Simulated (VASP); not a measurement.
Wanted: the native input for a VASP 6.6.1 run.

- Task: single point
- Functional: PBE
- Potentials or basis: VASP PAW PBE potentials, release 64 (Cr_pv, Ge_d, Mo_sv)
- Cutoff: 520 eV
- k mesh: 6 × 6 × 4
- Occupations: gaussian, width 0.2 eV
- Spin: no spin polarisation
- Dipole correction: no
- Further INCAR settings: ALGO = Normal; EDIFF = 1e-06; NBANDS = 95

The structure of CrGe8Mo3 lies in POSCAR:

```
CrGe8Mo3
1.0
    4.6888768000      0.0000000000      0.0000000000
    0.0000000000      4.6888768000      0.0000000000
    0.0000000000      0.0000000000      8.2342487000
Cr Ge Mo
1 8 3
Direct
    0.0000000000      0.0000000000      0.0000000000
    0.0000000000      0.0000000000      0.6647400000
    0.0000000000      0.5000000000      0.1592320000
    0.5000000000      0.0000000000      0.1592320000
    0.5000000000      0.5000000000      0.6626260000
    0.0000000000      0.0000000000      0.3352600000
    0.0000000000      0.5000000000      0.8407680000
    0.5000000000      0.0000000000      0.8407680000
    0.5000000000      0.5000000000      0.3373740000
    0.0000000000      0.5000000000      0.5000000000
    0.5000000000      0.0000000000      0.5000000000
    0.5000000000      0.5000000000      0.0000000000
```

One way to write it, as run:

INCAR

```
PREC = Accurate ; ENCUT = 520
EDIFF = 1E-6 ; ISMEAR = 0
SIGMA = 0.2 ; LREAL = False
LASPH = True ; NELM = 80
ALGO = Normal ; ISIF = 2
LWAVE = False ; LCHARG = False
GGA = PE ; NBANDS = 95
```

KPOINTS

```
Automatic mesh
0
Gamma
  6 6 4
```

Potentials or basis: VASP PAW PBE potentials, release 64 (Cr_pv, Ge_d, Mo_sv).

Command:

```console
$ cat potpaw_PBE.64/Cr_pv/POTCAR potpaw_PBE.64/Ge_d/POTCAR potpaw_PBE.64/Mo_sv/POTCAR > POTCAR
$ mpirun -np 1 vasp_std > vasp.out
```

Results of the run:

```
Pressure               : 0.4 GPa
Largest force          : 0.012 eV/Å
Band gap on the k mesh : zero (bands 83 and 84 overlap by 0.66 eV)
```

Caveat: the run has no spin polarisation, though such a crystal can be magnetic.

Wall time 19 min on 1 thread of AMD EPYC 7R43 64-Core Processor (Zen 3), with other jobs on the host, peak memory 0.48 GiB.
